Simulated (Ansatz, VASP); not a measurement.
TiPt3: VASP beside Ansatz

```
Ti Pt
1.0
     3.90830    0.00000    0.00000
     0.00000    3.90830    0.00000
     0.00000    0.00000    3.90830
Ti Pt
1 3
Direct
  0.00000 0.00000 0.00000
  0.00000 0.50000 0.50000
  0.50000 0.00000 0.50000
  0.50000 0.50000 0.00000
```

Alike in both runs: task single point; functional PBE; k mesh 10 × 10 × 10; occupations gaussian, width 0.1 eV; no spin polarisation.

```csv
,VASP,Ansatz
version,VASP 6.6.1,Ansatz 0.2.0
potentials or method,"VASP PAW PBE potentials, release 64 (Ti_sv, Pt), cutoff 520 eV","scalar-relativistic, plane waves, PAW"
valence electrons in the cell,42,66
```

|  | VASP | Ansatz | Ansatz less VASP |
| --- | --- | --- | --- |
| gap on the k mesh at the Fermi level (eV) | none | none | - |
| pressure (GPa) | 7.3 | 7.7 | +0.38 |

A gap of «none» marks a metal or a gap that the smearing closes. VASP's potentials hold 42 valence electrons a cell and Ansatz's 66, so a difference there can come from the potentials and not from the codes.

Neither program's run includes spin-orbit coupling.
